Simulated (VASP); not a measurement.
Write the native input for VASP 6.6.1 that does the following.

```
Task                   : single point
Functional             : PBEsol
Potentials or basis    : VASP PAW PBE potentials, release 64 (Sb)
Cutoff                 : 520 eV
k mesh                 : 12 × 12 × 4
Occupations            : fermi-dirac, width 0.1 eV
Spin                   : no spin polarisation
Dipole correction      : no
Further INCAR settings : ALGO = Normal; EDIFF = 1e-06; NBANDS = 18
```

The structure of Sb lies in POSCAR:

```
Sb
1.0
    3.2470761052      0.0000000000      0.0000000000
   -1.6235380526      2.8120503951      0.0000000000
    0.0000000000      0.0000000000     10.9888733804
Sb
4
Direct
    0.0000000000      1.0000000000      0.0000000000
    0.0000000000      1.0000000000      0.5000000000
    0.3333333333      0.6666666667      0.2500000000
    0.6666666667      0.3333333333      0.7500000000
```

This cell differs from its parent crystal: volume scaled by 0.96.

The input as run:

INCAR

```
SYSTEM = Sb
ALGO = Normal
EDIFF = 1E-6
ENCUT = 520
GGA = PS
ISIF = 2
ISMEAR = -1
LASPH = .TRUE.
LCHARG = .FALSE.
LREAL = .FALSE.
LWAVE = .FALSE.
NBANDS = 18
NELM = 100
PREC = Accurate
SIGMA = 0.1
```

KPOINTS

```
k-points
0
G
  12 12 4
  0 0 0
```

Potentials or basis: VASP PAW PBE potentials, release 64 (Sb).

The run is started by

```bash
$ cat potpaw_PBE.64/Sb/POTCAR > POTCAR
$ mpirun -np 1 vasp_std > vasp.out
```

It gave:

```
Pressure               : 3.3 GPa
Band gap on the k mesh : zero (band 10 reaches 14.42 eV, above the bottom of band 11 at 6.49 eV)
```

Caveat: the PAW data sets were made with another functional, which shifts forces and pressure a little; spin-orbit coupling is left out, which moves the levels of the heavy elements.

It took 43 s on 1 thread of Intel(R) Xeon(R) Platinum 8259CL CPU @ 2.50GHz (Skylake/Cascade Lake), on a shared host, peak memory 0.24 GiB.
